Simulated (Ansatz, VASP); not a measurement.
# InSb in VASP and in Ansatz

```xyz
2
Lattice="0.0000 2.8771 3.0569 2.8771 0.0000 3.0569 2.8771 2.8771 0.0000" Properties=species:S:1:pos:R:3 pbc="T T T"
In    0.0000    0.0000    0.0000
Sb    2.8771    2.8771    3.0569
```

Alike in both runs: task single point; functional PBEsol; k mesh 14 × 14 × 14; occupations gaussian, width 0.15 eV; no spin polarisation.

|  | VASP | Ansatz |
| --- | --- | --- |
| version | VASP 6.6.1 | Ansatz 0.2.0 |
| potentials or method | VASP PAW PBE potentials, release 64 (In_d, Sb), cutoff 520 eV | scalar-relativistic, plane waves, PAW |
| valence electrons in the cell | 18 | 28 |

```csv
,VASP,Ansatz,Ansatz less VASP
gap on the k mesh at the Fermi level (eV),none,none,-
pressure (GPa),6.3,6.3,-0.04
"traceless stress, the component that is largest in VASP (GPa)",-5.15,-5.15,+0.007
```

VASP's potentials were made for PBE, not for PBEsol, and Ansatz warns of the same on its side. A gap of «none» marks a metal or a gap that the smearing closes. With one functional, cell and mesh, what is left measures potentials, basis and numerics. VASP's potentials hold 18 valence electrons a cell and Ansatz's 28, so a difference there can come from the potentials and not from the codes.

Spin-orbit coupling is off throughout.
